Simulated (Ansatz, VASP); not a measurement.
Two plane-wave programs on InP

```xyz
2
Lattice="0.0000 2.7688 2.7688 2.7688 0.0000 2.7688 2.7688 2.7688 0.0000" Properties=species:S:1:pos:R:3 pbc="T T T"
In    0.0000    0.0000    0.0000
P     2.7688    2.7688    2.7688
```

Alike in both runs: task relaxation of cell and atoms; functional PBEsol; k mesh 8 × 8 × 8; occupations fermi-dirac, width 0.05 eV; no spin polarisation.

|  | VASP | Ansatz |
| --- | --- | --- |
| version | VASP 6.6.1 | Ansatz 0.2.0 |
| potentials or method | VASP PAW PBE potentials, release 64 (In_d, P) | Ansatz PAW |
| plane-wave cutoff (eV) | 600 | 420 |
| valence electrons in the cell | 18 | 18 |

Ansatz gave:

- gap on the k mesh at the Fermi level, each at its own relaxed structure (eV): none
- relaxed volume (Å³/atom): 20.31
- relaxed cell length with the largest relative difference (Å): 3.859

**Question.** Which values does VASP return?

**Answer.** gap on the k mesh at the Fermi level, each at its own relaxed structure (eV): none; relaxed volume (Å³/atom): 20.33; relaxed cell length with the largest relative difference (Å): 3.860.

VASP's potentials were made for PBE, not for PBEsol. A gap of «none» marks a metal or a gap that the smearing closes.

Noted on Ansatz's run: the plane-wave basis is chosen anew once the cell has moved, so the energies of steps on either side of that aren't comparable.
